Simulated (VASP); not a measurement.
The system is TaTe.

```xyz
2
Lattice="3.4201 0.0000 0.0000 0.0000 3.4201 0.0000 0.0000 0.0000 3.4201" Properties=species:S:1:pos:R:3 pbc="T T T"
Ta    1.7100    1.7100    1.7100
Te    0.0000    0.0000    0.0000
```

Base run:

| Quantity | Value |
| --- | --- |
| Program | VASP 6.6.1 |
| Functional | PBE |
| Potentials or basis | VASP PAW PBE potentials, release 64 (Ta_pv, Te) |
| Cutoff | 520 eV |
| k mesh | 8 × 8 × 8 |
| Occupations | fermi-dirac, width 0.05 eV |
| Spin | no spin polarisation |
| Hubbard terms | Ta d U = 1.0 eV |

Its results: pressure 1.5 GPa.

Task: The run is repeated on the same cell with these changes: hubbard terms from Ta d U = 1.0 eV to Ta d U = 6.0 eV. What comes out?

Result: Pressure 9.0 GPa.

Caveats: U without spin polarisation on a metal has little footing; the U is typed as a test and isn't derived for this compound.
